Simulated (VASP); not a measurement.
Set up this calculation in VASP 6.6.1, as the native input.

```yaml
Task: relaxation of cell and atoms
Functional: PBE
Potentials_or_basis: VASP PAW PBE potentials, release 64 (Li_sv, Mo_sv, N)
Cutoff: 600 eV
k_mesh: 18 × 18 × 18
Occupations: gaussian, width 0.1 eV
Spin: no spin polarisation
Dipole_correction: no
Further_INCAR_settings: ALGO = Normal; EDIFF = 1e-06; IBRION = 2; EDIFFG = -0.01; NSW = 100; ISIF = 3
```

The structure of Li2MoN2 lies in POSCAR:

```
Li2MoN2
1.0
   -1.3936416819      1.3936416819      5.1100863322
    1.3936416819     -1.3936416819      5.1100863322
    1.3936416819      1.3936416819     -5.1100863322
Li Mo N
2 1 2
Direct
    0.2500000000      0.7500000000      0.5000000000
    0.7500000000      0.2500000000      0.5000000000
    0.0000000000      0.0000000000      0.0000000000
    0.6153842413      0.6153842413      0.0000000000
    0.3846157587      0.3846157587      0.0000000000
```

The input as run:

INCAR

```
  PREC = Accurate
  ENCUT = 600
  EDIFF = 1E-6
  ISMEAR = 0
  SIGMA = 0.1
  LREAL = F
  LASPH = T
  NELM = 80
  ALGO = Normal
  ISIF = 3
  LWAVE = F
  LCHARG = F
  GGA = PE
  IBRION = 2
  NSW = 100
  EDIFFG = -0.01
```

KPOINTS

```
regular mesh
0
Gamma
  18 18 18
```

Potentials or basis: VASP PAW PBE potentials, release 64 (Li_sv, Mo_sv, N).

Launch:

```console
$ cat potpaw_PBE.64/Li_sv/POTCAR potpaw_PBE.64/Mo_sv/POTCAR potpaw_PBE.64/N/POTCAR > POTCAR
$ mpirun -np 1 vasp_std > vasp.out
```

Results of the run:

```json
{
 "Relaxed volume": "7.95 Å³/atom",
 "Relaxed cell": "a = 5.483 Å, b = 5.483 Å, c = 5.483 Å, α = 150.54°, β = 150.54°, γ = 42.15°",
 "Space group after relaxing (to 0.1 Å)": "I4/mmm (No. 139)",
 "Energy gained by relaxing": "0.0 meV/atom",
 "Ionic steps": "5",
 "Pressure after relaxing": "0.0 GPa",
 "Band gap on the k mesh": "zero (bands 15 and 16 overlap by 0.63 eV)"
}
```

Caveat: the cutoff is under 1.25 times the usual one of these potentials, so pressure, stress and relaxed cells hold a basis-set (Pulay) error.

It took 72 min on 1 thread of Intel Xeon 8259CL, on a shared host, peak memory 0.69 GiB.
